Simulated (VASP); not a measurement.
Input of a VASP 6.6.1 run:

Contents of INCAR:

```
AGGAC = 1.0
AGGAX = 1.0
ALDAC = 0.0
ALDAX = 1.0
ALGO = Normal
EDIFF = 1E-7
ENCUT = 520
GGA = B5
ISIF = 2
ISMEAR = -1
LASPH = T
LCHARG = F
LREAL = F
LWAVE = F
NBANDS = 11
NELM = 60
PREC = Accurate
SIGMA = 0.1
```

File KPOINTS:

```
k-points
0
Gamma
  13 13 13
```

File POSCAR:

```
Pt
1.0
    2.7811497685      0.0000000000      0.0000000000
    0.0000000000      2.7811497685      0.0000000000
    0.0000000000      0.0000000000      2.7811497685
Pt
1
Direct
    0.0000000000      0.0000000000      0.0000000000
```

Potentials or basis: VASP PAW PBE potentials, release 64 (Pt).

Command:

```sh
$ cat potpaw_PBE.64/Pt/POTCAR > POTCAR
$ mpirun -np 1 vasp_std > vasp.out
```

Task: What does it give for the pressure?

Result: -12.0 GPa.

Task: Estimate the band gap on the k mesh.

Result: Zero (band 5 reaches 7.54 eV, above the bottom of band 6 at 5.44 eV).

Caveat: the PAW data sets were made with another functional, which shifts forces and pressure a little; spin-orbit coupling is left out, which moves the levels of the heavy elements.
